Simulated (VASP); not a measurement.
# CaO (Fm-3m) in VASP: further runs, part 2 of 2

VASP 6.6.1.

## (5) Single point, r2SCAN+D4

Input file POSCAR:

```
CaO
1.0
    0.0000000000      2.3975501188      2.3975501188
    2.3975501188      0.0000000000      2.3975501188
    2.3975501188      2.3975501188      0.0000000000
Ca O
1 1
Direct
    0.0000000000      0.0000000000      0.0000000000
    0.5000000000      0.5000000000      0.5000000000
```

Input file INCAR.step1:

```
SYSTEM = CaO
ALGO = Normal
EDIFF = 1E-4
ENCUT = 520
GGA = PE
ISMEAR = 0
LASPH = .True.
LCHARG = .False.
LREAL = .False.
LWAVE = .True.
NBANDS = 15
NELM = 80
PREC = Accurate
SIGMA = 0.01
```

Input file INCAR.step2:

```
SYSTEM = CaO
ALGO = Normal
EDIFF = 1E-7
ENCUT = 520
ISIF = 2
ISMEAR = 0
ISTART = 1
IVDW = 13
LASPH = .True.
LCHARG = .False.
LMIXTAU = .True.
LREAL = .False.
LWAVE = .False.
METAGGA = R2SCAN
NBANDS = 15
NELM = 80
PREC = Accurate
SIGMA = 0.01
VDW_A1 = 0.51559235
VDW_A2 = 5.77342911
VDW_S6 = 1.0
VDW_S8 = 0.6018749
```

Input file KPOINTS:

```
k-points
0
Gamma
  6 6 6
  0 0 0
```

Potentials or basis: VASP PAW PBE potentials, release 64 (Ca_sv, O).

Launch:

```
$ cat potpaw_PBE.64/Ca_sv/POTCAR potpaw_PBE.64/O/POTCAR > POTCAR
$ cp INCAR.step1 INCAR
$ mpirun -np 1 vasp_std > vasp.out
$ cp INCAR.step2 INCAR
$ mpirun -np 1 vasp_std > vasp.out
```

OUTCAR:

```text
SYSTEM = CaO
   EDIFF = 1E-7
   ENCUT = 520
   ISIF = 2
   ISMEAR = 0
   ISTART = 1
   IVDW = 13
   LASPH = .True.
   LREAL = .False.
   METAGGA = R2SCAN
   NELM = 80
   PREC = Accurate

 ion  position               nearest neighbor table
   1  0.000  0.000  0.000-   2 2.40   2 2.40   2 2.40   2 2.40   2 2.40   2 2.40
   2  0.500  0.500  0.500-   1 2.40   1 2.40   1 2.40   1 2.40   1 2.40   1 2.40

  LATTYP: Found a face centered cubic cell.
 ALAT       =     4.7951002376

  Lattice vectors:

 A1 = (   0.0000000000,   2.3975501188,   2.3975501188)
 A2 = (   2.3975501188,   0.0000000000,   2.3975501188)
 A3 = (   2.3975501188,   2.3975501188,   0.0000000000)

Analysis of symmetry for initial positions (statically):
=====================================================================
 Subroutine PRICEL returns:
 Original cell was already a primitive cell.

 Routine SETGRP: Setting up the symmetry group for a
 face centered cubic supercell.

 Subroutine GETGRP returns: Found 48 space group operations
 (whereof 48 operations were pure point group operations)
 out of a pool of 48 trial point group operations.

The static configuration has the point symmetry O_h .

Analysis of symmetry for dynamics (positions and initial velocities):
=====================================================================
 Subroutine PRICEL returns:
 Original cell was already a primitive cell.

 Routine SETGRP: Setting up the symmetry group for a
 face centered cubic supercell.

 Subroutine GETGRP returns: Found 48 space group operations
 (whereof 48 operations were pure point group operations)
 out of a pool of 48 trial point group operations.

The dynamic configuration has the point symmetry O_h .

 Subroutine INISYM returns: Found 48 space group operations
 (whereof 48 operations are pure point group operations),
 and found     1 'primitive' translations

----------------------------------------------------------------------------------------

                                     Primitive cell

  volume of cell :      27.5634

  direct lattice vectors                    reciprocal lattice vectors
     0.000000000  2.397550119  2.397550119    -0.208546214  0.208546214  0.208546214
[... 112 lines left out ...]
 maximum number of plane-waves:       754
 NGX is ok and might be reduce to    28
   NGX = 13   NGY = 13   NGZ = 13

 number of electron      15.9999997 magnetization

 Free energy of the ion-electron system (eV)
  ---------------------------------------------------
  ext. energy  EPLUGINS =         0.00000000
  ---------------------------------------------------
  free energy    TOTEN  =       -19.45302697 eV

  energy without entropy =      -19.45302697  energy(sigma->0) =      -19.45302697

 E-fermi :   2.1247     XC(G=0): -11.1117

 val. band max:        2.0550920302   @ k =   0.0000   0.0000   0.0000
 cond. band min:       6.2416318162   @ k =   0.5000   0.5000   0.0000
 fundamental gap:      4.1865397860
 Fermi energy:         2.1247048589

 k-point     1 :       0.0000    0.0000    0.0000
  band No.  band energies     occupation
      1     -36.9714      2.00000
      2     -16.8582      2.00000
      3     -16.8582      2.00000
      4     -16.8582      2.00000
      5     -14.4318      2.00000
      6       2.0551      2.00000
      7       2.0551      2.00000
      8       2.0551      2.00000
      9       7.5433      0.00000
     10       8.9254      0.00000
     11       8.9254      0.00000
     12       8.9254      0.00000
     13      10.5335      0.00000
     14      10.5335      0.00000
[... 257 lines left out ...]
      2     -17.3750      2.00000
      3     -17.2908      2.00000
      4     -17.1861      2.00000
      5     -13.8663      2.00000
      6       0.8567      2.00000
      7       0.9776      2.00000
      8       1.2615      2.00000
      9       7.6628      0.00000
     10      10.4215      0.00000
     11      11.1593      0.00000
     12      12.3429      0.00000
     13      12.5610      0.00000
     14      15.9342      0.00000
     15      16.9180      0.00000

------------------------ aborting loop because EDIFF is reached ----------------------------------------

  DFT-D4 for vdW energy calculation

  Edisp (eV):   -0.12432

  FORCE on cell =-STRESS in cart. coord.  units (eV):
  Direction    XX          YY          ZZ          XY          YZ          ZX
  --------------------------------------------------------------------------------------
  -------------------------------------------------------------------------------------
  Total       0.04781     0.04781     0.04781    -0.00000    -0.00000     0.00000
  in kB       2.77923     2.77923     2.77923    -0.00000    -0.00000     0.00000
  external pressure =        2.78 kB  Pullay stress =        0.00 kB

 VOLUME and BASIS-vectors are now :
 -----------------------------------------------------------------------------
  energy-cutoff  :      520.00
  volume of cell :       27.56
      direct lattice vectors                 reciprocal lattice vectors
     0.000000000  2.397550119  2.397550119    -0.208546214  0.208546214  0.208546214
     2.397550119  0.000000000  2.397550119     0.208546214 -0.208546214  0.208546214
     2.397550119  2.397550119  0.000000000     0.208546214  0.208546214 -0.208546214

 POSITION                                       TOTAL-FORCE (eV/Angst)
 -----------------------------------------------------------------------------------
      0.00000      0.00000      0.00000        -0.000000     -0.000000     -0.000000
      2.39755      2.39755      2.39755         0.000000      0.000000      0.000000
 -----------------------------------------------------------------------------------
    total drift:                                0.000000      0.000000      0.000000

  FREE ENERGIE OF THE ION-ELECTRON SYSTEM (eV)
  ---------------------------------------------------
  free  energy   TOTEN  =       -19.5773454377 eV

  energy  without entropy=      -19.5773454377  energy(sigma->0) =      -19.57734544
```

It took 44 s on 1 thread of AMD EPYC 7R13 (Zen 3), shared host; peak memory 0.13 GiB.

Results:

```yaml
Free_energy: -19.5773 eV
Pressure: 0.3 GPa
Band_gap_on_the_k_mesh: 4.19 eV, indirect (least direct gap 4.56 eV)
Dispersion_energy_per_atom: -0.062 eV
```

Caveat: the PAW data sets were made with another functional, which shifts forces and pressure a little.

## (6) The runs side by side

```tsv
level	k mesh	gap on the mesh (eV)	pressure (GPa)
PBE	4 × 4 × 4	3.63	3.1
r2SCAN	6 × 6 × 6	4.19	1.0
r2SCAN+D4	6 × 6 × 6	4.19	0.3
```

Alike in all rows: task single point; potentials or basis VASP PAW PBE potentials, release 64 (Ca_sv, O); no spin polarisation; cell as given; cutoff (eV) 520; smearing gaussian 0.01 eV.

Caveats: some runs use coarse meshes; the PAW data sets were made with another functional, which shifts forces and pressure a little (some runs).

Total energies depend on the potentials used, so only differences within one code and one set of settings carry meaning.
